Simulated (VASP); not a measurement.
LiH, 2 atoms in the cell. It takes space group Fm-3m (No. 225, cubic). The conventional cell has a = 4.006 Å, b = 4.006 Å, c = 4.006 Å, α = 90.00°, β = 90.00°, γ = 90.00°. Within 2.7 Å of Li (site symmetry m-3m) lie 6 H at 2.00 Å. Within 2.7 Å of H (site symmetry m-3m) lie 6 Li at 2.00 Å. 

- Program: VASP 6.6.1
- Task: single point
- Functional: HSE06
- Potentials or basis: VASP PAW PBE potentials, release 64 (Li_sv, H)
- Cutoff: 520 eV
- k mesh: 6 × 6 × 6
- Occupations: gaussian, width 0.01 eV
- Spin: no spin polarisation
- Dipole correction: no
- Grid for exact exchange (PRECFOCK): Normal
- Further INCAR settings: ALGO = Normal; EDIFF = 1e-07; NBANDS = 9
- Screening parameter: 0.2079 1/Å

Potentials or basis: VASP PAW PBE potentials, release 64 (Li_sv, H).

Launch:

```console
$ cat potpaw_PBE.64/Li_sv/POTCAR potpaw_PBE.64/H/POTCAR > POTCAR
$ cp INCAR.step1 INCAR
$ mpirun -np 1 vasp_std > vasp.out
$ cp INCAR.step2 INCAR
$ mpirun -np 1 vasp_std > vasp.out
```

Hardware: 1 thread of Intel(R) Xeon(R) Platinum 8259CL CPU @ 2.50GHz (Skylake/Cascade Lake), on a shared host.

Question: How long does it take, and how much memory?

Answer: Run time: 71 s on 1 thread of Intel(R) Xeon(R) Platinum 8259CL CPU @ 2.50GHz (Skylake/Cascade Lake), on a shared host, peak memory 0.23 GiB. Counts: k points 16.
